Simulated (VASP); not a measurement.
BN, 2 atoms in the cell. It takes space group Fm-3m (No. 225, cubic). The conventional cell has a = 3.538 Å, b = 3.538 Å, c = 3.538 Å, α = 90.00°, β = 90.00°, γ = 90.00°. Within 2.3 Å of B (site symmetry m-3m) lie 6 N at 1.77 Å. Within 2.3 Å of N (site symmetry m-3m) lie 6 B at 1.77 Å.  This cell differs from its parent crystal: volume changed by +3%.

| Property | Result |
| --- | --- |
| Program | VASP 6.6.1 |
| Task | single point |
| Functional | PBE |
| Potentials or basis | VASP PAW PBE potentials, release 64 (B, N) |
| Cutoff | 520 eV |
| k mesh | 10 × 10 × 10 |
| Occupations | gaussian, width 0.01 eV |
| Spin | no spin polarisation |
| Dipole correction | no |
| Further INCAR settings | ALGO = Normal; EDIFF = 1e-07; NBANDS = 11 |

Potentials or basis: VASP PAW PBE potentials, release 64 (B, N).

The run is started by

```bash
$ cat potpaw_PBE.64/B/POTCAR potpaw_PBE.64/N/POTCAR > POTCAR
$ mpirun -np 1 vasp_std > vasp.out
```

Hardware: 1 thread of Intel(R) Xeon(R) Platinum 8488C (Sapphire Rapids) (shared host).

How long does it take, and how much memory?

Wall time 5.1 s on 1 thread of Intel(R) Xeon(R) Platinum 8488C (Sapphire Rapids) (shared host), peak memory 0.12 GiB. Counts: scf iterations 12, k points 47.
